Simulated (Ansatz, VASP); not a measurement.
Two plane-wave programs on Al2Ru

File INCAR:

```
SYSTEM = Al2Ru
ALGO = Fast
EDIFF = 1E-7
ENCUT = 520
GGA = PS
ISIF = 2
ISMEAR = -1
LASPH = .True.
LCHARG = .False.
LREAL = .False.
LWAVE = .False.
NBANDS = 17
NELM = 80
PREC = Accurate
SIGMA = 0.5
```

The input KPOINTS:

```
k-points
0
Gamma
  18 18 18
  0 0 0
```

File POSCAR:

```
Al2Ru
1.0
   -1.5604216200      1.5604216200      4.2218055900
    1.5604216200     -1.5604216200      4.2218055900
    1.5604216200      1.5604216200     -4.2218055900
Al Ru
2 1
Direct
    0.6592021900      0.6592021900      0.0000000000
    0.3407978100      0.3407978100      0.0000000000
    0.0000000000      0.0000000000      0.0000000000
```

Input for Ansatz:

```yaml
crystal:
  lattice:
    - [-1.56042162, 1.56042162, 4.22180559]
    - [1.56042162, -1.56042162, 4.22180559]
    - [1.56042162, 1.56042162, -4.22180559]
  atoms:
    - { symbol: Al, position: [0.65920219, 0.65920219, 0.0] }
    - { symbol: Al, position: [0.34079781, 0.34079781, 0.0] }
    - { symbol: Ru, position: [0.0, 0.0, 0.0] }
basis:
  ecutwfc: 420
kpoints:
  mp_grid: { grid: [18, 18, 18] }
hamiltonian:
  xc: pbesol
scf:
  occupations: { method: fermi_dirac, width: 0.5 }
output:
  forces: true
  stress: true
  eigenvalues: true
```

Alike in both runs: task single point; functional PBEsol; k mesh 18 × 18 × 18; occupations fermi-dirac, width 0.5 eV; no spin polarisation.

```csv
,VASP,Ansatz
version,VASP 6.6.1,Ansatz 0.2.0
potentials or method,"VASP PAW PBE potentials, release 64 (Al, Ru_pv), cutoff 520 eV","scalar-relativistic, plane waves, PAW"
valence electrons in the cell,20,22
```

VASP gave:

* gap on the k mesh at the Fermi level (eV): none
* pressure (GPa): 2.4
* traceless stress, the component that is largest in VASP (GPa): -2.24
* rms of the force components (eV/Å): 0.053

Q: Which values does Ansatz return?

A: gap on the k mesh at the Fermi level (eV): none; pressure (GPa): 2.3; traceless stress, the component that is largest in VASP (GPa): -2.25; rms of the force components (eV/Å): 0.054.

VASP's potentials were made for PBE, not for PBEsol. Atom by atom the forces differ by 0.001 eV/Å (rms over components). A gap of «none» marks a metal or a gap that the smearing closes. VASP's potentials hold 20 valence electrons a cell and Ansatz's 22, so a difference there can come from the potentials and not from the codes.
